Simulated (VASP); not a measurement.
# Yb (Fm-3m) in VASP: single point with LDA

Aim: the single point of Yb with LDA.

All numbers are computed with VASP 6.6.1; they aren't measurements. Logs are shortened: lines on timing, memory, paths and dates and some standing lists are left out, and cuts for length are marked.

### Step 1. The cell of the first run

Symmetry: Fm-3m, No. 225, cubic system. The conventional cell has a = 4.917 Å, b = 4.917 Å, c = 4.917 Å, α = 90.00°, β = 90.00°, γ = 90.00°. Yb (site symmetry m-3m) has 12 Yb at 3.48 Å within 4.6 Å.

### Step 2. Single point, LDA

Contents of INCAR:

```
ALGO = Normal
EDIFF = 1E-6
ENCUT = 600
GGA = CA
GGA_COMPAT = F
ISIF = 2
ISMEAR = -1
LASPH = T
LCHARG = F
LMAXMIX = 6
LREAL = F
LWAVE = F
NBANDS = 18
NELM = 200
PREC = Accurate
SIGMA = 0.13605693000000002
```

Contents of KPOINTS:

```
k-points
0
Gamma
  12 12 12
```

Contents of POSCAR:

```
Yb
1.0
    0.0000000000      2.4584602699      2.4584602699
    2.4584602699      0.0000000000      2.4584602699
    2.4584602699      2.4584602699      0.0000000000
Yb
1
Direct
    0.0000000000      0.0000000000      0.0000000000
```

Potentials or basis: VASP PAW PBE potentials, release 64 (Yb).

Launch:

```
cat potpaw_PBE.64/Yb/POTCAR > POTCAR
mpirun -np 1 vasp_std > vasp.out
```

OUTCAR:

```text
EDIFF = 1E-6
   ENCUT = 600
   GGA = CA
   ISIF = 2
   ISMEAR = -1
   LASPH = T
   LREAL = F
   NELM = 200
   PREC = Accurate

 ion  position               nearest neighbor table
   1  0.000  0.000  0.000-

  LATTYP: Found a face centered cubic cell.
 ALAT       =     4.9169205398

  Lattice vectors:

 A1 = (   0.0000000000,   2.4584602699,   2.4584602699)
 A2 = (   2.4584602699,   0.0000000000,   2.4584602699)
 A3 = (   2.4584602699,   2.4584602699,   0.0000000000)

Analysis of symmetry for initial positions (statically):
=====================================================================
 Subroutine PRICEL returns:
 Original cell was already a primitive cell.

 Routine SETGRP: Setting up the symmetry group for a
 face centered cubic supercell.

 Subroutine GETGRP returns: Found 48 space group operations
 (whereof 48 operations were pure point group operations)
 out of a pool of 48 trial point group operations.

The static configuration has the point symmetry O_h .

Analysis of symmetry for dynamics (positions and initial velocities):
=====================================================================
 Subroutine PRICEL returns:
 Original cell was already a primitive cell.

 Routine SETGRP: Setting up the symmetry group for a
 face centered cubic supercell.

 Subroutine GETGRP returns: Found 48 space group operations
 (whereof 48 operations were pure point group operations)
 out of a pool of 48 trial point group operations.

The dynamic configuration has the point symmetry O_h .

 Subroutine INISYM returns: Found 48 space group operations
 (whereof 48 operations are pure point group operations),
 and found     1 'primitive' translations

----------------------------------------------------------------------------------------

                                     Primitive cell

  volume of cell :      29.7180

  direct lattice vectors                    reciprocal lattice vectors
     0.000000000  2.458460270  2.458460270    -0.203379329  0.203379329  0.203379329
     2.458460270  0.000000000  2.458460270     0.203379329 -0.203379329  0.203379329
     2.458460270  2.458460270  0.000000000     0.203379329  0.203379329 -0.203379329

  length of vectors
     3.476787856  3.476787856  3.476787856     0.352263331  0.352263331  0.352263331

  position of ions in fractional coordinates (direct lattice)
     0.000000000  0.000000000  0.000000000

  ion indices of the primitive-cell ions
[... 64 lines left out ...]
 SYSTEM =  unknown system
   PREC   = accura    normal or accurate (medium, high low for compatibility)
   ISTART =      0    job   : 0-new  1-cont  2-samecut
   ICHARG =      2    charge: 1-file 2-atom 10-const
   ISPIN  =      1    spin polarized calculation?
   LNONCOLLINEAR =      F non collinear calculations
   LSORBIT =      F    spin-orbit coupling
   LASPH  =      T    aspherical Exc in radial PAW
   ENCUT  =  600.0 eV  44.10 Ry    6.64 a.u.   6.94  6.94  6.94*2*pi/ulx,y,z
   NELM   =    200;   NELMIN=  2; NELMDL= -5     # of ELM steps
   EDIFF  = 0.1E-05   stopping-criterion for ELM
   LREAL  =      F    real-space projection
   EDIFFG = 0.1E-04   stopping-criterion for IOM
   NSW    =      0    number of steps for IOM
   IBRION =     -1    ionic relax: 0-MD 1-quasi-New 2-CG
   NFREE  =      0    steps in history (QN), initial steepest desc. (CG)
   ISIF   =      2    stress and relaxation
   ISYM   =      2    0-nonsym 1-usesym 2-fastsym
   POTIM  = 0.5000    time-step for ionic-motion
   TEBEG  =    0.0;   TEEND  =   0.0 temperature during run
   PSTRESS=    0.0 pullay stress
   NELECT =      24.0000    total number of electrons
   NUPDOWN=      -1.0000    fix difference up-down
   EMIN   =  10.00;   EMAX   =-10.00  energy-range for DOS
   EFERMI =   0.00;   METHOD = LEGACY
   ISMEAR =    -1;   SIGMA  =   0.14  broadening in eV -4-tet -1-fermi 0-gaus
   EFERMI_NEDOS =   21; number of points for ismear=-14 and -15
   IALGO  =     38    algorithm
   IMIX   =      4    mixing-type and parameters
     AMIX     =   0.40;   BMIX     =  1.00
     AMIX_MAG =   1.60;   BMIX_MAG =  1.00
  volume/ion in A,a.u.               =      29.72       200.55
  Fermi-wavevector in a.u.,A,eV,Ry     =   1.524540  2.880962 31.622948  2.324221
  Thomas-Fermi vector in A             =   2.632833
   LORBIT       =      0    0 simple, 1 ext, 2 COOP (PROOUT), +10 PAW based schemes
   GGA     = CA    functional components
   LHFCALC =     F    Hartree Fock is set to
   AEXX    =    0.0000 exact exchange contribution
   IVDW    =     0    specifies the selected vdW correction
   LEPSILON=     F    determine dielectric tensor
   LRPA    =     F    only Hartree local field effects (RPA)
 non-spin polarized calculation
  energy-cutoff  :      600.00
  volume of cell :       29.72
 maximum number of plane-waves:      1004
   NGX = 13   NGY = 13   NGZ = 13

 number of electron      24.0000001 magnetization

 Free energy of the ion-electron system (eV)
  ---------------------------------------------------
  ext. energy  EPLUGINS =         0.00000000
  ---------------------------------------------------
  free energy    TOTEN  =        -4.24826417 eV

  energy without entropy =       -4.08255301  energy(sigma->0) =       -4.16540859

 E-fermi :   1.9027     XC(G=0): -10.6653

 val. band max:        1.8871246842   @ k =  -0.3333   0.3333   0.1667
 cond. band min:       1.9336986609   @ k =   0.5000   0.4167   0.0833
 fundamental gap:      0.0465739766
 Fermi energy:         1.9026842063

 k-point     1 :       0.0000    0.0000    0.0000
  band No.  band energies     occupation
      1     -49.5250      2.00000
      2     -21.7133      2.00000
      3     -21.7133      2.00000
      4     -21.7133      2.00000
      5      -3.6255      2.00000
      6       1.0856      1.99508
[... 481 lines left out ...]
      5       0.4663      1.99995
      6       1.1229      1.99353
[... 10 lines left out ...]
     17       9.4107      0.00000
     18      10.6855      0.00000

 [... further k-points ...]
[... 5 lines left out ...]
  --------------------------------------------------------------------------------------
  -------------------------------------------------------------------------------------
  Total        0.0740395      0.0740395      0.0740395     -0.0000000     -0.0000000     -0.0000000
  in kB        3.9916674      3.9916674      3.9916674     -0.0000000     -0.0000000     -0.0000000
  external PRESSURE =       3.9916674 kB  Pullay stress =       0.0000000 kB

 VOLUME and BASIS-vectors are now :
 -----------------------------------------------------------------------------
  energy-cutoff  :      600.00
  volume of cell :       29.72
      direct lattice vectors                 reciprocal lattice vectors
     0.000000000  2.458460270  2.458460270    -0.203379329  0.203379329  0.203379329
     2.458460270  0.000000000  2.458460270     0.203379329 -0.203379329  0.203379329
     2.458460270  2.458460270  0.000000000     0.203379329  0.203379329 -0.203379329

 POSITION                                       TOTAL-FORCE (eV/Angst)
 -----------------------------------------------------------------------------------
      0.00000      0.00000      0.00000         0.000000      0.000000      0.000000
 -----------------------------------------------------------------------------------
    total drift:                               -0.000000      0.000000     -0.000000

  FREE ENERGIE OF THE ION-ELECTRON SYSTEM (eV)
  ---------------------------------------------------
  free  energy   TOTEN  =        -4.2482641750 eV

  energy  without entropy=       -4.0825530078  energy(sigma->0) =       -4.16540859
```

It took 44 s on 1 thread of AMD EPYC 9R45 (Zen 5), shared host; peak memory 0.16 GiB.

Results:

- Free energy: -4.2483 eV
- Pressure: 0.4 GPa
- Band gap on the k mesh: zero (band 12 reaches 1.89 eV, above the bottom of band 13 at 1.60 eV)

Caveat: the PAW data sets were made with another functional, which shifts forces and pressure a little; spin-orbit coupling is left out, which moves the levels of the heavy elements. Spin polarisation is off, so any magnetic state and its effect on volume and gap are missing.
